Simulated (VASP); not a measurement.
Wanted: the native input for a VASP 6.6.1 run.

- Task: single point
- Functional: LDA
- Potentials or basis: VASP PAW LDA potentials, release 64 (Pt)
- Cutoff: 520 eV
- k mesh: 18 × 18 × 10
- Occupations: gaussian, width 0.15 eV
- Spin: no spin polarisation
- Dipole correction: no
- Further INCAR settings: ALGO = Fast; EDIFF = 1e-06; NBANDS = 17

The structure of Pt lies in POSCAR:

```
Pt
1.0
    2.6629672301      0.0000000000      0.0000000000
   -1.3314836150      2.3061972707      0.0000000000
    0.0000000000      0.0000000000      4.5992849577
Pt
2
Direct
    0.6490534533      0.3333333333      0.7500000000
    0.3509465467      0.6666666667      0.2500000000
```

This cell differs from its parent crystal: atoms displaced along a vibrational mode, the cell strained.

One way to write it, as run:

INCAR

```
SYSTEM = Pt
ALGO = Fast ; EDIFF = 1E-6
ENCUT = 520 ; ISIF = 2
ISMEAR = 0 ; LASPH = .True.
LCHARG = .False. ; LREAL = .False.
LWAVE = .False. ; NBANDS = 17
NELM = 100 ; PREC = Accurate
SIGMA = 0.15
```

KPOINTS

```
k-points
0
Gamma
  18 18 10
  0 0 0
```

Potentials or basis: VASP PAW LDA potentials, release 64 (Pt).

The run is started by

```sh
$ cat potpaw_LDA.64/Pt/POTCAR > POTCAR
$ mpirun -np 1 vasp_std > vasp.out
```

Results of the run:

| Property | Result |
| --- | --- |
| Pressure | 18.7 GPa |
| Largest force | 0.037 eV/Å |
| Band gap on the k mesh | zero (bands 10 and 11 overlap by 1.54 eV) |

Caveat: the cell differs from its parent crystal (atoms displaced along a vibrational mode, the cell strained); the cell stands under pressure; spin-orbit coupling is left out, which moves the levels of the heavy elements.

Wall time 11 min on 1 thread of Intel Xeon 8259CL, on a shared host, peak memory 0.47 GiB.
